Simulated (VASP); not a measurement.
# Mg2CdO3 (P-3m1) in VASP: relaxation of cell and atoms with PBE

Aim: the relaxation of cell and atoms of Mg2CdO3 with PBE.

All numbers are computed with VASP 6.6.1; they aren't measurements. Logs are shortened: lines on timing, memory, paths and dates and some standing lists are left out, and cuts for length are marked.

## Step 1: The cell of the first run

It takes space group P-3m1 (No. 164, trigonal). The conventional cell has a = 3.251 Å, b = 3.251 Å, c = 7.966 Å, α = 90.00°, β = 90.00°, γ = 120.00°. Mg (site symmetry 3m) has 6 O at 2.30 Å within 3.0 Å. Cd (site symmetry -3m) has 6 O at 2.30 Å within 3.0 Å. O (site symmetry 3m) has 3 Mg at 2.30 Å and 3 Cd at 2.30 Å within 3.0 Å. O (site symmetry -3m) has 6 Mg at 2.30 Å within 3.0 Å.

## Step 2: Relaxation of cell and atoms, PBE

INCAR reads:

```
SYSTEM = Mg2CdO3
ALGO = Normal
EDIFF = 1E-7
EDIFFG = -0.08
ENCUT = 840
GGA = PE
GGA_COMPAT = .FALSE.
IBRION = 2
ISIF = 3
ISMEAR = 0
LASPH = .TRUE.
LCHARG = .FALSE.
LREAL = .FALSE.
LWAVE = .FALSE.
NELM = 120
NELMIN = 4
NSW = 36
PREC = Accurate
SIGMA = 0.15
```

KPOINTS reads:

```
k-points
0
G
  4 4 2
  0 0 0
```

POSCAR reads:

```
Mg2CdO3
1.0
    3.2507379200      0.0000000000      0.0000000000
   -1.6253689600      2.8152216200      0.0000000000
    0.0000000000      0.0000000000      7.9658657500
Mg Cd O
2 1 3
Direct
    0.3333333300      0.6666666700      0.3333000000
    0.6666666700      0.3333333300      0.6667000000
    0.0000000000      0.0000000000      0.0000000000
    0.6666666700      0.3333333300      0.1667000000
    0.3333333300      0.6666666700      0.8333000000
    0.0000000000      0.0000000000      0.5000000000
```

Potentials or basis: VASP PAW PBE potentials, release 64 (Mg_sv, Cd_sv_GW, O).

Started as:

```console
$ cat potpaw_PBE.64/Mg_sv/POTCAR potpaw_PBE.64/Cd_sv_GW/POTCAR potpaw_PBE.64/O/POTCAR > POTCAR
$ mpirun -np 1 vasp_std > vasp.out
```

OUTCAR:

```text
SYSTEM = Mg2CdO3
   EDIFF = 1E-7
   EDIFFG = -0.08
   ENCUT = 840
   GGA = PE
   IBRION = 2
   ISIF = 3
   ISMEAR = 0
   LASPH = .TRUE.
   LREAL = .FALSE.
   NELM = 120
   NELMIN = 4
   NSW = 36
   PREC = Accurate

 ion  position               nearest neighbor table
   1  0.333  0.667  0.333-
   2  0.667  0.333  0.667-
   3  0.000  0.000  0.000-   4 2.30   5 2.30   4 2.30   5 2.30   4 2.30   5 2.30
   4  0.667  0.333  0.167-   3 2.30   3 2.30   3 2.30
   5  0.333  0.667  0.833-   3 2.30   3 2.30   3 2.30
   6  0.000  0.000  0.500-

  LATTYP: Found a hexagonal cell.
 ALAT       =     3.2507379200
 C/A-ratio  =     2.4504792284

  Lattice vectors:

 A1 = (   3.2507379200,   0.0000000000,   0.0000000000)
 A2 = (  -1.6253689600,   2.8152216200,   0.0000000000)
 A3 = (   0.0000000000,   0.0000000000,   7.9658657500)

Analysis of symmetry for initial positions (statically):
=====================================================================
 Subroutine PRICEL returns:
 Original cell was already a primitive cell.

 Routine SETGRP: Setting up the symmetry group for a
 hexagonal supercell.

 Subroutine GETGRP returns: Found 12 space group operations
 (whereof 12 operations were pure point group operations)
 out of a pool of 24 trial point group operations.

The static configuration has the point symmetry D_3d.

Analysis of symmetry for dynamics (positions and initial velocities):
=====================================================================
 Subroutine PRICEL returns:
 Original cell was already a primitive cell.

 Routine SETGRP: Setting up the symmetry group for a
 hexagonal supercell.

 Subroutine GETGRP returns: Found 12 space group operations
 (whereof 12 operations were pure point group operations)
 out of a pool of 24 trial point group operations.

The dynamic configuration has the point symmetry D_3d.

 Subroutine INISYM returns: Found 12 space group operations
 (whereof 12 operations are pure point group operations),
 and found     1 'primitive' translations

----------------------------------------------------------------------------------------

                                     Primitive cell

  volume of cell :      72.9000

  direct lattice vectors                    reciprocal lattice vectors
     3.250737920  0.000000000  0.000000000     0.307622461  0.177605911  0.000000000
    -1.625368960  2.815221620  0.000000000     0.000000000  0.355211822  0.000000000
     0.000000000  0.000000000  7.965865750     0.000000000  0.000000000  0.125535633

  length of vectors
     3.250737920  3.250737920  7.965865750     0.355211822  0.355211822  0.125535633

  position of ions in fractional coordinates (direct lattice)
     0.333333330  0.666666670  0.333300000
     0.666666670  0.333333330  0.666700000
     0.000000000  0.000000000  0.000000000
     0.666666670  0.333333330  0.166700000
     0.333333330  0.666666670  0.833300000
     0.000000000  0.000000000  0.500000000

  ion indices of the primitive-cell ions
   primitive index   ion index
                 1           1
                 2           2
                 3           3
                 4           4
                 5           5
                 6           6

----------------------------------------------------------------------------------------

 KPOINTS: k-points

Automatic generation of k-mesh.
 Grid dimensions read from file:
 generate k-points for:    4    4    2

 Generating k-lattice:

  Cartesian coordinates                     Fractional coordinates (reciprocal lattice)
     0.076905615  0.044401478  0.000000000     0.250000000 -0.000000000  0.000000000
     0.000000000  0.088802955  0.000000000     0.000000000  0.250000000  0.000000000
     0.000000000  0.000000000  0.062767817     0.000000000  0.000000000  0.500000000

  Length of vectors
     0.088802955  0.088802955  0.062767817

  Shift w.r.t. Gamma in fractional coordinates (k-lattice)
     0.000000000  0.000000000  0.000000000

 Subroutine IBZKPT returns following result:
 ===========================================

 Found      8 irreducible k-points:

 Following reciprocal coordinates:
            Coordinates               Weight
  0.000000  0.000000  0.000000      1.000000
  0.250000  0.000000  0.000000      6.000000
  0.500000  0.000000  0.000000      3.000000
  0.250000  0.250000  0.000000      6.000000
  0.000000  0.000000  0.500000      1.000000
  0.250000  0.000000  0.500000      6.000000
  0.500000  0.000000  0.500000      3.000000
  0.250000  0.250000  0.500000      6.000000
   k-points           NKPTS =      8   k-points in BZ     NKDIM =      8   number of bands    NBANDS=     34
   number of dos      NEDOS =    301   number of ions     NIONS =      6
   total plane-waves  NPLWV =  81920
   dimension x,y,z NGX =    32 NGY =   32 NGZ =   80
   dimension x,y,z NGXF=    64 NGYF=   64 NGZF=  160
   ions per type =               2   1   3
   NGX,Y,Z   is equivalent  to a cutoff of  16.37, 16.37, 16.70 a.u.
   NGXF,Y,Z  is equivalent  to a cutoff of  32.73, 32.73, 33.39 a.u.
 SYSTEM =  Mg2CdO3
   PREC   = accura    normal or accurate (medium, high low for compatibility)
   ISTART =      0    job   : 0-new  1-cont  2-samecut
   ICHARG =      2    charge: 1-file 2-atom 10-const
   ISPIN  =      1    spin polarized calculation?
   LNONCOLLINEAR =      F non collinear calculations
   LSORBIT =      F    spin-orbit coupling
   LASPH  =      T    aspherical Exc in radial PAW
   ENCUT  =  840.0 eV  61.74 Ry    7.86 a.u.   7.68  7.68 18.82*2*pi/ulx,y,z
   NELM   =    120;   NELMIN=  4; NELMDL= -5     # of ELM steps
   EDIFF  = 0.1E-06   stopping-criterion for ELM
   LREAL  =      F    real-space projection
   EDIFFG = -.8E-01   stopping-criterion for IOM
   NSW    =     36    number of steps for IOM
   IBRION =      2    ionic relax: 0-MD 1-quasi-New 2-CG
   NFREE  =      1    steps in history (QN), initial steepest desc. (CG)
   ISIF   =      3    stress and relaxation
   ISYM   =      2    0-nonsym 1-usesym 2-fastsym
   POTIM  = 0.5000    time-step for ionic-motion
   TEBEG  =    0.0;   TEEND  =   0.0 temperature during run
   PSTRESS=    0.0 pullay stress
   NELECT =      58.0000    total number of electrons
   NUPDOWN=      -1.0000    fix difference up-down
   EMIN   =  10.00;   EMAX   =-10.00  energy-range for DOS
   EFERMI =   0.00;   METHOD = LEGACY
   ISMEAR =     0;   SIGMA  =   0.15  broadening in eV -4-tet -1-fermi 0-gaus
   EFERMI_NEDOS =   21; number of points for ismear=-14 and -15
   IALGO  =     38    algorithm
   IMIX   =      4    mixing-type and parameters
     AMIX     =   0.40;   BMIX     =  1.00
     AMIX_MAG =   1.60;   BMIX_MAG =  1.00
  volume/ion in A,a.u.               =      12.15        81.99
  Fermi-wavevector in a.u.,A,eV,Ry     =   1.516963  2.866644 31.309410  2.301177
  Thomas-Fermi vector in A             =   2.626282
   LORBIT       =      0    0 simple, 1 ext, 2 COOP (PROOUT), +10 PAW based schemes
   GGA     = PE    functional components
   LHFCALC =     F    Hartree Fock is set to
   AEXX    =    0.0000 exact exchange contribution
   IVDW    =     0    specifies the selected vdW correction
   LEPSILON=     F    determine dielectric tensor
   LRPA    =     F    only Hartree local field effects (RPA)
 conjugate gradient relaxation of ions
 non-spin polarized calculation
 Gauss-broadening in eV      SIGMA  =   0.15
  energy-cutoff  :      840.00
  volume of cell :       72.90
 maximum number of plane-waves:      4075
 NGX is ok and might be reduce to    32
   NGX = 15   NGY = 15   NGZ = 37

--------------------------------------- Ionic step        1  -------------------------------------------

 number of electron      58.0000007 magnetization

 Free energy of the ion-electron system (eV)
  ---------------------------------------------------
  ext. energy  EPLUGINS =         0.00000000
  ---------------------------------------------------
  free energy    TOTEN  =       -30.61162043 eV

  energy without entropy =      -30.61162043  energy(sigma->0) =      -30.61162043

------------------------ aborting loop because EDIFF is reached ----------------------------------------

  FORCE on cell =-STRESS in cart. coord.  units (eV):
  Direction    XX          YY          ZZ          XY          YZ          ZX
  --------------------------------------------------------------------------------------
  -------------------------------------------------------------------------------------
  Total       -3.8063988     -3.8063988     -4.2658021     -0.0000000      0.0000000      0.0000000
  in kB      -83.6560463    -83.6560463    -93.7526945     -0.0000000      0.0000000      0.0000000
  external PRESSURE =     -87.0215957 kB  Pullay stress =       0.0000000 kB

 VOLUME and BASIS-vectors are now :
 -----------------------------------------------------------------------------
  energy-cutoff  :      840.00
  volume of cell :       72.90
      direct lattice vectors                 reciprocal lattice vectors
     3.250737920  0.000000000  0.000000000     0.307622461  0.177605911  0.000000000
    -1.625368960  2.815221620  0.000000000     0.000000000  0.355211822  0.000000000
     0.000000000  0.000000000  7.965865750     0.000000000  0.000000000  0.125535633

 POSITION                                       TOTAL-FORCE (eV/Angst)
 -----------------------------------------------------------------------------------
     -0.00000      1.87681      2.65502         0.000000     -0.000000      0.081796
      1.62537      0.93841      5.31084        -0.000000      0.000000     -0.081796
      0.00000      0.00000      0.00000        -0.000000      0.000000      0.000000
      1.62537      0.93841      1.32791        -0.000000      0.000000      1.976430
     -0.00000      1.87681      6.63796         0.000000     -0.000000     -1.976430
      0.00000      0.00000      3.98293        -0.000000      0.000000      0.000000
 -----------------------------------------------------------------------------------
    total drift:                               -0.000000      0.000000      0.000000
[... 190 lines left out ...]
 POSITION                                       TOTAL-FORCE (eV/Angst)
 -----------------------------------------------------------------------------------
     -0.00000      1.80590      2.67491        -0.000000     -0.000000     -0.122582
      1.56395      0.90295      5.09355         0.000000      0.000000      0.122582
      0.00000      0.00000      0.00000        -0.000000      0.000000      0.000000
      1.56395      0.90295      1.51114         0.000000      0.000000      0.059500
     -0.00000      1.80590      6.25732        -0.000000     -0.000000     -0.059500
     -1.56395      2.70885      3.88423        -0.000000     -0.000000      0.000000
 -----------------------------------------------------------------------------------
    total drift:                               -0.000000      0.000000      0.000000

  FREE ENERGIE OF THE ION-ELECTRON SYSTEM (eV)
  ---------------------------------------------------
  free  energy   TOTEN  =       -31.3084944132 eV

  energy  without entropy=      -31.3084944132  energy(sigma->0) =      -31.30849441

--------------------------------------- Ionic step        7  -------------------------------------------

 number of electron      58.0000002 magnetization

 Free energy of the ion-electron system (eV)
  ---------------------------------------------------
  ext. energy  EPLUGINS =         0.00000000
  ---------------------------------------------------
  free energy    TOTEN  =       -31.30907175 eV

  energy without entropy =      -31.30907175  energy(sigma->0) =      -31.30907175

 E-fermi :   4.1527     XC(G=0): -11.4095

 val. band max:        3.4339610573   @ k =   0.0000   0.0000   0.5000
 cond. band min:       5.3793218667   @ k =   0.0000   0.0000   0.0000
 fundamental gap:      1.9453608094
 Fermi energy:         4.1526774860

 k-point     1 :       0.0000    0.0000    0.0000
  band No.  band energies     occupation
      1     -96.8164      2.00000
      2     -69.2480      2.00000
      3     -69.2446      2.00000
      4     -57.9232      2.00000
      5     -57.9232      2.00000
      6     -57.8513      2.00000
[... 26 lines left out ...]
     33      13.6438      0.00000
     34      15.3931      0.00000
[... 270 lines left out ...]
 VOLUME and BASIS-vectors are now :
 -----------------------------------------------------------------------------
  energy-cutoff  :      840.00
  volume of cell :       65.76
      direct lattice vectors                 reciprocal lattice vectors
     3.128310446  0.000000000  0.000000000     0.319661369  0.184556577 -0.000000000
    -1.564155223  2.709196318 -0.000000000    -0.000000000  0.369113155 -0.000000000
     0.000000000  0.000000000  7.759211290    -0.000000000  0.000000000  0.128879078

 POSITION                                       TOTAL-FORCE (eV/Angst)
 -----------------------------------------------------------------------------------
     -0.00000      1.80613      2.66751        -0.000000     -0.000000     -0.028790
      1.56416      0.90307      5.09170         0.000000      0.000000      0.028790
      0.00000      0.00000      0.00000        -0.000000      0.000000      0.000000
      1.56416      0.90307      1.51123         0.000000      0.000000      0.007371
     -0.00000      1.80613      6.24798        -0.000000     -0.000000     -0.007371
      0.00000      0.00000      3.87961        -0.000000      0.000000      0.000000
 -----------------------------------------------------------------------------------
    total drift:                                0.000000      0.000000     -0.000000

  FREE ENERGIE OF THE ION-ELECTRON SYSTEM (eV)
  ---------------------------------------------------
  free  energy   TOTEN  =       -31.3090717451 eV

  energy  without entropy=      -31.3090717451  energy(sigma->0) =      -31.30907175

 reached required accuracy - stopping structural energy minimisation
```

Wall time 7.2 min (1 thread of Intel Xeon Platinum 8259CL at 2.50GHz (Skylake/Cascade Lake), shared host); peak memory 0.3 GiB.

Results:

```
Free energy                           : -31.3091 eV
Relaxed volume                        : 10.96 Å³/atom
Relaxed cell                          : a = 3.128 Å, b = 3.128 Å, c = 7.759 Å, α = 90.00°, β = 90.00°, γ = 120.00°
Space group after relaxing (to 0.1 Å) : P-3m1 (No. 164)
Energy gained by relaxing             : 116.2 meV/atom
Ionic steps                           : 7
Pressure after relaxing               : -0.3 GPa
Largest force after relaxing          : 0.029 eV/Å
Band gap on the k mesh                : 1.95 eV (least direct gap 2.08 eV)
```

Forces on the atoms (eV/Å):
```
Mg   0.000  0.000 -0.029
Mg   0.000  0.000  0.029
Cd   0.000  0.000  0.000
O    0.000  0.000  0.007
O    0.000  0.000 -0.007
O    0.000  0.000  0.000
```

The path:
```
step  energy change (eV)  largest force (eV/Å)  pressure (GPa)  volume (Å³)
   1              0.0000                1.9764           -8.70        72.90
   2             -0.4892                1.2685            1.18        66.16
   3             -0.5159                0.9728            5.29        64.19
   4             -0.6759                0.5450            1.13        65.23
   5             -0.6800                0.4933            0.52        65.42
   6             -0.6969                0.1226           -0.44        65.82
   7             -0.6975                0.0288           -0.30        65.76
```

Final structure:
```
Mg Cd O
1.0
     3.12831    0.00000    0.00000
    -1.56416    2.70920    0.00000
     0.00000    0.00000    7.75921
Mg Cd O
2 1 3
Direct
  0.33333 0.66667 0.34379
  0.66667 0.33333 0.65621
  0.00000 0.00000 0.00000
  0.66667 0.33333 0.19477
  0.33333 0.66667 0.80523
  0.00000 0.00000 0.50000
```

Caveat: the k points lie up to 0.58 Å⁻¹ apart in the final cell.
